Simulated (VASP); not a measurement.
# Ge (Fd-3m) in VASP: a series of runs

The runs below take Ge through vibrations by perturbation theory, with PBEsol.

Everything below comes from runs of VASP 6.6.1. Logs are shortened: lines on timing, memory, paths and dates and some standing lists are left out, and cuts for length are marked.

### 1 The cell of the first run

Symmetry: Fd-3m, No. 227, cubic system. Conventional cell: a = 5.619 Å, b = 5.619 Å, c = 5.619 Å, α = 90.00°, β = 90.00°, γ = 90.00°. Within 3.2 Å of Ge (site symmetry -43m) lie 4 Ge at 2.43 Å.

### 2 Vibrations by perturbation theory, PBEsol (22.17 Å³/atom)

INCAR

```
PREC = Accurate
ENCUT = 520
EDIFF = 1E-8
ISMEAR = -1
SIGMA = 0.05
LREAL = F
LASPH = T
NELM = 100
ALGO = Normal
ISIF = 2
LWAVE = F
LCHARG = T
GGA = PS
IBRION = 8
NSW = 1
```

KPOINTS

```
regular mesh
0
Gamma
  10 10 10
```

POSCAR

```
Ge
1.0
    0.0000000000      2.8092661944      2.8092661944
    2.8092661944      0.0000000000      2.8092661944
    2.8092661944      2.8092661944      0.0000000000
Ge
2
Direct
    0.5000000000      0.5000000000      0.5000000000
    0.7500000000      0.7500000000      0.7500000000
```

Potentials or basis: VASP PAW PBE potentials, release 64 (Ge_d).

Command:

```bash
$ cat potpaw_PBE.64/Ge_d/POTCAR > POTCAR
$ mpirun -np 1 vasp_std > vasp.out
```

OUTCAR:

```text
PREC = Accurate
   ENCUT = 520
   EDIFF = 1E-8
   ISMEAR = -1
   LREAL = F
   LASPH = T
   NELM = 100
   ISIF = 2
   GGA = PS
   IBRION = 8
   NSW = 1

 ion  position               nearest neighbor table
   1  0.500  0.500  0.500-   2 2.43   2 2.43   2 2.43   2 2.43
   2  0.750  0.750  0.750-   1 2.43   1 2.43   1 2.43   1 2.43

  LATTYP: Found a face centered cubic cell.
 ALAT       =     5.6185323888

  Lattice vectors:

 A1 = (   0.0000000000,   2.8092661944,   2.8092661944)
 A2 = (   2.8092661944,   0.0000000000,   2.8092661944)
 A3 = (   2.8092661944,   2.8092661944,   0.0000000000)

Analysis of symmetry for initial positions (statically):
=====================================================================
 Subroutine PRICEL returns:
 Original cell was already a primitive cell.

 Routine SETGRP: Setting up the symmetry group for a
 face centered cubic supercell.

 Subroutine GETGRP returns: Found 48 space group operations
 (whereof 24 operations were pure point group operations)
 out of a pool of 48 trial point group operations.

The static configuration has the point symmetry T_d .
 The point group associated with its full space group is O_h .

Analysis of symmetry for dynamics (positions and initial velocities):
=====================================================================
 Subroutine PRICEL returns:
 Original cell was already a primitive cell.

 Routine SETGRP: Setting up the symmetry group for a
 face centered cubic supercell.

 Subroutine GETGRP returns: Found 48 space group operations
 (whereof 24 operations were pure point group operations)
 out of a pool of 48 trial point group operations.

The dynamic configuration has the point symmetry T_d .
 The point group associated with its full space group is O_h .

 Subroutine INISYM returns: Found 48 space group operations
 (whereof 24 operations are pure point group operations),
 and found     1 'primitive' translations
[... 663 lines left out ...]
  -------------------------------------------------------------------------------------
  Total        0.5772107      0.5772107      0.5772107     -0.0000000      0.0000000     -0.0000000
  in kB       20.8562521     20.8562521     20.8562521     -0.0000000      0.0000000     -0.0000000
  external PRESSURE =      20.8562521 kB  Pullay stress =       0.0000000 kB

 VOLUME and BASIS-vectors are now :
 -----------------------------------------------------------------------------
  energy-cutoff  :      520.00
  volume of cell :       44.34
      direct lattice vectors                 reciprocal lattice vectors
     0.000000000  2.809266194  2.809266194    -0.177982422  0.177982422  0.177982422
     2.809266194  0.000000000  2.809266194     0.177982422 -0.177982422  0.177982422
     2.809266194  2.809266194  0.000000000     0.177982422  0.177982422 -0.177982422

 POSITION                                       TOTAL-FORCE (eV/Angst)
 -----------------------------------------------------------------------------------
      2.80927      2.80927      2.80927         0.000000      0.000000      0.000000
      4.21390      4.21390      4.21390        -0.000000     -0.000000     -0.000000
 -----------------------------------------------------------------------------------
    total drift:                                0.000000     -0.000000     -0.000000

  FREE ENERGIE OF THE ION-ELECTRON SYSTEM (eV)
  ---------------------------------------------------
  free  energy   TOTEN  =        -9.8628748486 eV

  energy  without entropy=       -9.8624591315  energy(sigma->0) =       -9.86266699

[... ionic steps 2 to 3 ...]

--------------------------------------- Ionic step        4  -------------------------------------------

 Free energy of the ion-electron system (eV)
  ---------------------------------------------------
  ---------------------------------------------------
  free energy    TOTEN  =        -0.19368036 eV

  energy without entropy =       -0.19368036

------------------------ aborting loop because EDIFF is reached ----------------------------------------

 INTERNAL STRAIN TENSOR  FOR ION    1  DIRECTION 1   (eV/Angst):
 -----------------------------------------------------------------------------
    -0.01287  0.00000  0.00000
     0.00000  0.00765  9.00667
     0.00000  9.00667  0.00765

 INTERNAL STRAIN TENSOR FOR ION    2 for displacements in x,y,z  (eV/Angst):
          X           Y           Z          XY          YZ          ZX
  --------------------------------------------------------------------------------
  x     0.00000    -0.00000    -0.00000     0.00000    -9.00667     0.00000
  y    -0.00000     0.00000    -0.00000     0.00000     0.00000    -9.00667
  z    -0.00000    -0.00000     0.00000    -9.00667     0.00000     0.00000

 SECOND DERIVATIVES (NOT SYMMETRIZED)
 ------------------------------------
               1X          1Y          1Z          2X          2Y          2Z
  1X   -11.644281    0.000000    0.000000   11.644281    0.000000    0.000000
  1Y     0.000000  -11.644281    0.000000    0.000000   11.644281    0.000000
  1Z     0.000000    0.000000  -11.644281    0.000000    0.000000   11.644281
  2X    11.644281    0.000000    0.000000  -11.644281    0.000000    0.000000
  2Y     0.000000   11.644281    0.000000    0.000000  -11.644281    0.000000
  2Z     0.000000    0.000000   11.644281    0.000000    0.000000  -11.644281

 Eigenvectors and eigenvalues of the dynamical matrix
 ----------------------------------------------------

   1 f  =    8.853680 THz    55.629315 2PiTHz  295.326992 cm-1    36.615864 meV
             X         Y         Z           dx          dy          dz
      2.809266  2.809266  2.809266     0.000000   -0.707107    0.000000
      4.213899  4.213899  4.213899     0.000000    0.707107    0.000000
[... 21 lines left out ...]
   6 f  =    0.000000 THz     0.000000 2PiTHz    0.000000 cm-1     0.000000 meV
             X         Y         Z           dx          dy          dz
      2.809266  2.809266  2.809266     0.000000    0.000000    0.707107
      4.213899  4.213899  4.213899     0.000000    0.000000    0.707107

--------------------------------------------------------------------------------------------------------

 ELASTIC MODULI CONTR FROM IONIC RELAXATION (kBar)
 Direction    XX          YY          ZZ          XY          YZ          ZX
 --------------------------------------------------------------------------------
 XX          -0.0000     -0.0000     -0.0000     -0.0000      0.0000     -0.0000
 YY          -0.0000     -0.0000     -0.0000     -0.0000     -0.0000      0.0000
 ZZ          -0.0000     -0.0000     -0.0000      0.0000     -0.0000     -0.0000
 XY          -0.0000     -0.0000      0.0000   -251.7201      0.0000      0.0000
 YZ           0.0000     -0.0000     -0.0000      0.0000   -251.7201      0.0000
 ZX          -0.0000      0.0000     -0.0000      0.0000      0.0000   -251.7201
 --------------------------------------------------------------------------------
```

Run time: 4.3 min. Hardware: 1 thread of Intel Xeon 8259CL, shared host; peak memory 0.39 GiB.

Results:

| Item | Value |
| --- | --- |
| Highest phonon frequency at Γ | 295 cm⁻¹ |

Phonon frequencies in cm⁻¹ (negative: imaginary):
| q point | frequencies |
| --- | --- |
| (0.000, 0.000, 0.000) | 0 0 0 295 295 295 |

Caveat: the cell stands under pressure or tension, which shifts response properties; the PAW data sets were made with another functional, which shifts forces and pressure a little.

### 3 Vibrations by perturbation theory, PBEsol

This run uses another cell than the first one, of 22.86 Å³/atom.

INCAR

```
SYSTEM = Ge
ALGO = Normal
EDIFF = 1E-8
ENCUT = 520
GGA = PS
IBRION = 8
ISIF = 2
ISMEAR = -1
LASPH = .TRUE.
LCHARG = .FALSE.
LREAL = .FALSE.
LWAVE = .FALSE.
NBANDS = 21
NELM = 100
NSW = 1
PREC = Accurate
SIGMA = 0.05
```

KPOINTS

```
k-points
0
G
  10 10 10
  0 0 0
```

POSCAR

```
Ge
1.0
    0.0000000000      2.8379341560      2.8379341560
    2.8379341560      0.0000000000      2.8379341560
    2.8379341560      2.8379341560      0.0000000000
Ge
2
Direct
    0.5000000000      0.5000000000      0.5000000000
    0.7500000000      0.7500000000      0.7500000000
```

Potentials or basis: VASP PAW PBE potentials, release 64 (Ge_d).

Command:

```bash
$ cat potpaw_PBE.64/Ge_d/POTCAR > POTCAR
$ mpirun -np 1 vasp_std > vasp.out
```

OUTCAR:

```text
SYSTEM = Ge
   EDIFF = 1E-8
   ENCUT = 520
   GGA = PS
   IBRION = 8
   ISIF = 2
   ISMEAR = -1
   LASPH = .TRUE.
   LREAL = .FALSE.
   NELM = 100
   NSW = 1
   PREC = Accurate

 ion  position               nearest neighbor table
   1  0.500  0.500  0.500-   2 2.46   2 2.46   2 2.46   2 2.46
   2  0.750  0.750  0.750-   1 2.46   1 2.46   1 2.46   1 2.46

  LATTYP: Found a face centered cubic cell.
 ALAT       =     5.6758683120

  Lattice vectors:

 A1 = (   0.0000000000,   2.8379341560,   2.8379341560)
 A2 = (   2.8379341560,   0.0000000000,   2.8379341560)
 A3 = (   2.8379341560,   2.8379341560,   0.0000000000)

Analysis of symmetry for initial positions (statically):
=====================================================================
 Subroutine PRICEL returns:
 Original cell was already a primitive cell.

[... 802 lines left out ...]

 INTERNAL STRAIN TENSOR  FOR ION    1  DIRECTION 1   (eV/Angst):
 -----------------------------------------------------------------------------
    -0.01143  0.00000  0.00000
     0.00000  0.00686  8.00796
     0.00000  8.00796  0.00686

 INTERNAL STRAIN TENSOR FOR ION    2 for displacements in x,y,z  (eV/Angst):
          X           Y           Z          XY          YZ          ZX
  --------------------------------------------------------------------------------
  x     0.00000    -0.00000    -0.00000     0.00000    -8.00796     0.00000
  y    -0.00000    -0.00000    -0.00000     0.00000     0.00000    -8.00796
  z    -0.00000    -0.00000     0.00000    -8.00796     0.00000     0.00000

 SECOND DERIVATIVES (NOT SYMMETRIZED)
 ------------------------------------
               1X          1Y          1Z          2X          2Y          2Z
  1X   -10.605471    0.000000    0.000000   10.605471    0.000000    0.000000
  1Y     0.000000  -10.605471    0.000000    0.000000   10.605471    0.000000
  1Z     0.000000    0.000000  -10.605471    0.000000    0.000000   10.605471
  2X    10.605471    0.000000    0.000000  -10.605471    0.000000    0.000000
  2Y     0.000000   10.605471    0.000000    0.000000  -10.605471    0.000000
  2Z     0.000000    0.000000   10.605471    0.000000    0.000000  -10.605471

 Eigenvectors and eigenvalues of the dynamical matrix
 ----------------------------------------------------

   1 f  =    8.449529 THz    53.089954 2PiTHz  281.845934 cm-1    34.944426 meV
             X         Y         Z           dx          dy          dz
      2.837934  2.837934  2.837934     0.000000   -0.707107    0.000000
      4.256901  4.256901  4.256901     0.000000    0.707107    0.000000
[... 21 lines left out ...]
   6 f  =    0.000000 THz     0.000000 2PiTHz    0.000000 cm-1     0.000000 meV
             X         Y         Z           dx          dy          dz
      2.837934  2.837934  2.837934     0.000000    0.000000    0.707107
      4.256901  4.256901  4.256901     0.000000    0.000000    0.707107

--------------------------------------------------------------------------------------------------------

 ELASTIC MODULI CONTR FROM IONIC RELAXATION (kBar)
 Direction    XX          YY          ZZ          XY          YZ          ZX
 --------------------------------------------------------------------------------
 XX          -0.0000     -0.0000      0.0000     -0.0000      0.0000     -0.0000
 YY          -0.0000     -0.0000     -0.0000     -0.0000     -0.0000     -0.0000
 ZZ           0.0000     -0.0000     -0.0000      0.0000     -0.0000     -0.0000
 XY          -0.0000     -0.0000      0.0000   -211.9273      0.0000      0.0000
 YZ           0.0000     -0.0000     -0.0000      0.0000   -211.9273      0.0000
 ZX          -0.0000     -0.0000     -0.0000      0.0000      0.0000   -211.9273
 --------------------------------------------------------------------------------
```

OSZICAR:

```text
N       E                     dE             d eps       ncg     rms          rms(c)
DAV:   1     0.186859043960E+03    0.18686E+03   -0.14649E+04  2255   0.362E+03
DAV:   2     0.173555693516E+02   -0.16950E+03   -0.16393E+03  1974   0.597E+02
DAV:   3    -0.913665472805E+01   -0.26492E+02   -0.26300E+02  2264   0.143E+02
DAV:   4    -0.100060679642E+02   -0.86941E+00   -0.86885E+00  2259   0.303E+01
[... 27 lines left out ...]
RMM:   9    -0.193784773113E+00    0.21884E-07    0.11349E-07 13610   0.200E-04    0.193E-05
RMM:  10    -0.193784919042E+00   -0.14593E-06   -0.33766E-08 13733   0.873E-05    0.577E-06
RMM:  11    -0.193784964027E+00   -0.44985E-07   -0.34172E-08 14052   0.448E-05    0.239E-06
RMM:  12    -0.193784980594E+00   -0.16567E-07   -0.35858E-08 13103   0.272E-05    0.127E-06
RMM:  13    -0.193784990008E+00   -0.94137E-08   -0.13697E-08 12111   0.201E-05    0.322E-07
 Linear response finished
```

stdout:

```text
POSCAR found type information on POSCAR Ge
 POSCAR found :  1 types and       2 ions
 scaLAPACK will be used
 -----------------------------------------------------------------------------
|                                                                             |
|                                                                             |
|     You enforced a specific xc type in the INCAR file but a different       |
|     I HOPE YOU KNOW WHAT YOU ARE DOING!                                     |
|                                                                             |
 -----------------------------------------------------------------------------

 LDA part: xc-table for (Slater+PW92), standard interpolation
 POSCAR, INCAR and KPOINTS ok, starting setup
 FFT: planning ... GRIDC
 FFT: planning ... GRID_SOFT
 FFT: planning ... GRID
 WAVECAR not read
 entering main loop
 Linear response reoptimize wavefunctions to high precision
 Linear response DOF=           1
 Linear response progress:
 first order change of Fermi-energy   0.13356E-03
 force on displaced ion       1 direction 1 : -10.605   0.000   0.000
 Linear response finished
```

Wall time 6.5 min (1 thread of Intel Xeon 8259CL, shared host); peak memory 0.42 GiB.

What came out:

```
Highest phonon frequency at Γ : 282 cm⁻¹
```

Phonon frequencies in cm⁻¹ (negative: imaginary):
| q point | frequencies |
| --- | --- |
| (0.000, 0.000, 0.000) | 0 0 0 282 282 282 |

Caveat: the PAW data sets were made with another functional, which shifts forces and pressure a little.

### 4 Vibrations by perturbation theory, PBEsol (23.54 Å³/atom)

This run uses another cell than the first one, of 23.54 Å³/atom.

INCAR

```
SYSTEM = Ge
PREC = Accurate ; ENCUT = 520
EDIFF = 1E-8 ; ISMEAR = -1
SIGMA = 0.05 ; LREAL = .False.
LASPH = .True. ; NELM = 80
ALGO = Normal ; ISIF = 2
LWAVE = .False. ; LCHARG = .False.
GGA = PS ; NBANDS = 21
IBRION = 8 ; NSW = 1
```

KPOINTS

```
Automatic mesh
0
Gamma
  10 10 10
  0 0 0
```

POSCAR

```
Ge
1.0
    0.0000000000      2.8660343414      2.8660343414
    2.8660343414      0.0000000000      2.8660343414
    2.8660343414      2.8660343414      0.0000000000
Ge
2
Direct
    0.5000000000      0.5000000000      0.5000000000
    0.7500000000      0.7500000000      0.7500000000
```

Potentials or basis: VASP PAW PBE potentials, release 64 (Ge_d).

Command:

```bash
$ cat potpaw_PBE.64/Ge_d/POTCAR > POTCAR
$ mpirun -np 1 vasp_std > vasp.out
```

OUTCAR:

```text
SYSTEM = Ge
   PREC = Accurate
   ENCUT = 520
   EDIFF = 1E-8
   ISMEAR = -1
   LREAL = .False.
   LASPH = .True.
   NELM = 80
   ISIF = 2
   GGA = PS
   IBRION = 8
   NSW = 1

 ion  position               nearest neighbor table
   1  0.500  0.500  0.500-   2 2.48   2 2.48   2 2.48   2 2.48
   2  0.750  0.750  0.750-   1 2.48   1 2.48   1 2.48   1 2.48

  LATTYP: Found a face centered cubic cell.
 ALAT       =     5.7320686828

  Lattice vectors:

[... 826 lines left out ...]
               1X          1Y          1Z          2X          2Y          2Z
  1X    -9.773265    0.000000    0.000000    9.773265    0.000000    0.000000
  1Y     0.000000   -9.773265    0.000000    0.000000    9.773265    0.000000
  1Z     0.000000    0.000000   -9.773265    0.000000    0.000000    9.773265
  2X     9.773265    0.000000    0.000000   -9.773265    0.000000    0.000000
  2Y     0.000000    9.773265    0.000000    0.000000   -9.773265    0.000000
  2Z     0.000000    0.000000    9.773265    0.000000    0.000000   -9.773265

 Eigenvectors and eigenvalues of the dynamical matrix
 ----------------------------------------------------

   1 f  =    8.111242 THz    50.964434 2PiTHz  270.561898 cm-1    33.545385 meV
             X         Y         Z           dx          dy          dz
      2.866034  2.866034  2.866034     0.000000   -0.707107    0.000000
      4.299052  4.299052  4.299052     0.000000    0.707107    0.000000
[... 21 lines left out ...]
   6 f  =    0.000000 THz     0.000000 2PiTHz    0.000000 cm-1     0.000000 meV
             X         Y         Z           dx          dy          dz
      2.866034  2.866034  2.866034     0.000000    0.000000    0.707107
      4.299052  4.299052  4.299052     0.000000    0.000000    0.707107

--------------------------------------------------------------------------------------------------------

 ELASTIC MODULI CONTR FROM IONIC RELAXATION (kBar)
 Direction    XX          YY          ZZ          XY          YZ          ZX
 --------------------------------------------------------------------------------
 XX          -0.0000      0.0000      0.0000      0.0000      0.0000      0.0000
 YY           0.0000     -0.0000      0.0000      0.0000      0.0000      0.0000
 ZZ           0.0000      0.0000     -0.0000      0.0000      0.0000      0.0000
 XY           0.0000      0.0000      0.0000   -178.4590      0.0000      0.0000
 YZ           0.0000      0.0000      0.0000      0.0000   -178.4590      0.0000
 ZX           0.0000      0.0000      0.0000      0.0000      0.0000   -178.4590
 --------------------------------------------------------------------------------
```

OSZICAR:

```text
N       E                     dE             d eps       ncg     rms          rms(c)
DAV:   1     0.195932787858E+03    0.19593E+03   -0.14621E+04  2186   0.360E+03
DAV:   2     0.190421492229E+02   -0.17689E+03   -0.17152E+03  1984   0.627E+02
DAV:   3    -0.902645424895E+01   -0.28069E+02   -0.27878E+02  2214   0.146E+02
DAV:   4    -0.998301533691E+01   -0.95656E+00   -0.95591E+00  2234   0.317E+01
[... 28 lines left out ...]
RMM:  10    -0.193888952827E+00   -0.15370E-06   -0.96569E-09 13744   0.102E-04    0.600E-06
RMM:  11    -0.193889004614E+00   -0.51787E-07   -0.24560E-08 14164   0.579E-05    0.240E-06
RMM:  12    -0.193889020620E+00   -0.16005E-07   -0.13964E-08 13441   0.401E-05    0.142E-06
RMM:  13    -0.193889030696E+00   -0.10077E-07   -0.17362E-08 12681   0.333E-05    0.394E-07
RMM:  14    -0.193889033016E+00   -0.23193E-08   -0.87076E-09 10618   0.294E-05    0.671E-08
 Linear response finished
```

stdout:

```text
POSCAR found type information on POSCAR Ge
 POSCAR found :  1 types and       2 ions
 scaLAPACK will be used
 -----------------------------------------------------------------------------
|                                                                             |
|                                                                             |
|     You enforced a specific xc type in the INCAR file but a different       |
|     I HOPE YOU KNOW WHAT YOU ARE DOING!                                     |
|                                                                             |
 -----------------------------------------------------------------------------

 LDA part: xc-table for (Slater+PW92), standard interpolation
 POSCAR, INCAR and KPOINTS ok, starting setup
 FFT: planning ... GRIDC
 FFT: planning ... GRID_SOFT
 FFT: planning ... GRID
 WAVECAR not read
 entering main loop
 Linear response reoptimize wavefunctions to high precision
 Linear response DOF=           1
 Linear response progress:
 first order change of Fermi-energy   0.11942E-03
 force on displaced ion       1 direction 1 :  -9.773   0.000   0.000
 Linear response finished
```

It took 5.6 min on 1 thread of Intel Xeon 8259CL, shared host; peak memory 0.43 GiB.

Results:

| Item | Value |
| --- | --- |
| Highest phonon frequency at Γ | 271 cm⁻¹ |

Phonon frequencies in cm⁻¹ (negative: imaginary):
```tsv
q point	frequencies
(0.000, 0.000, 0.000)	0 0 0 271 271 271
```

Caveat: the cell stands under pressure or tension, which shifts response properties; the PAW data sets were made with another functional, which shifts forces and pressure a little.
